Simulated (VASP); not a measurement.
In2TeO2, 5 atoms in the cell. The structure is tetragonal, space group P4/mmm (No. 123). Conventional cell: a = 4.500 Å, b = 4.500 Å, c = 5.924 Å, α = 90.00°, β = 90.00°, γ = 90.00°. In (site symmetry 4mm) has 1 O at 1.78 Å and 1 In at 2.36 Å within 2.4 Å. Within 3.9 Å of Te (site symmetry 4/mmm) lie 6 O at 2.96 to 3.18 Å and 8 In at 3.65 Å. Within 3.9 Å of O (site symmetry 4/mmm) lie 2 Te at 2.96 Å and 8 In at 3.39 Å. O (site symmetry 4/mmm) has 2 In at 1.78 Å within 2.4 Å. The cell was generated, and may not be a known phase.

```yaml
Program: VASP 6.6.1
Task: single point
Functional: PBE
Potentials_or_basis: VASP PAW PBE potentials, release 64 (In_d, Te, O)
Cutoff: 520 eV
k_mesh: 4 × 4 × 4
Occupations: gaussian, width 0.1 eV
Spin: no spin polarisation
Dipole_correction: no
Further_INCAR_settings: ALGO = Normal; EDIFF = 1e-06; NBANDS = 30
```

Potentials or basis: VASP PAW PBE potentials, release 64 (In_d, Te, O).

The run is started by

```console
$ cat potpaw_PBE.64/In_d/POTCAR potpaw_PBE.64/Te/POTCAR potpaw_PBE.64/O/POTCAR > POTCAR
$ mpirun -np 1 vasp_std > vasp.out
```

Hardware: 1 thread of Oxide Virtual Turin-like Processor (shared host).

Question: Estimate the wall time of this run.

Answer: Run time: 2.1 min on 1 thread of Oxide Virtual Turin-like Processor, with other jobs on the host, peak memory 0.23 GiB. Counts: scf iterations 16, k points 18.
